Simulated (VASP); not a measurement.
**WC: single point with LDA**

The system is WC.

```xyz
2
Lattice="0.0000 2.1927 2.1927 2.1927 0.0000 2.1927 2.1927 2.1927 0.0000" Properties=species:S:1:pos:R:3 pbc="T T T"
W     0.0000    0.0000    0.0000
C     2.1927    2.1927    2.1927
```

```yaml
Program: VASP 6.6.1
Task: single point
Functional: LDA
Potentials_or_basis: VASP PAW LDA potentials, release 64 (W_sv, C)
Cutoff: 520 eV
k_mesh: 10 × 10 × 10
Occupations: fermi-dirac, width 0.05 eV
Spin: no spin polarisation
```

```
Pressure               : -14.0 GPa
Band gap on the k mesh : zero (band 9 reaches 13.31 eV, above the bottom of band 10 at 10.14 eV)
```

Levels at points of the mesh, in eV from the Fermi level:
```csv
k point,band 5,band 6,band 7,band 8,band 9,band 10,band 11,band 12,band 13,band 14
"(0.00, 0.00, 0.00)",-15.66,-2.80,-2.80,-2.80,-1.07,-1.07,-1.07,-1.02,-1.02,6.63
"(0.50, 0.00, 0.00)",-10.98,-9.78,-6.60,-6.60,0.98,0.98,2.28,4.99,8.71,8.71
"(0.50, 0.50, 0.00)",-13.44,-5.80,-5.52,-2.48,-2.48,0.79,2.21,2.21,5.41,7.33
```

Run time: 7.1 s on 1 thread of AMD EPYC 9R45 96-Core Processor (Zen 5) (shared host), peak memory 0.11 GiB.

Caveat: spin-orbit coupling is left out, which moves the levels of the heavy elements.
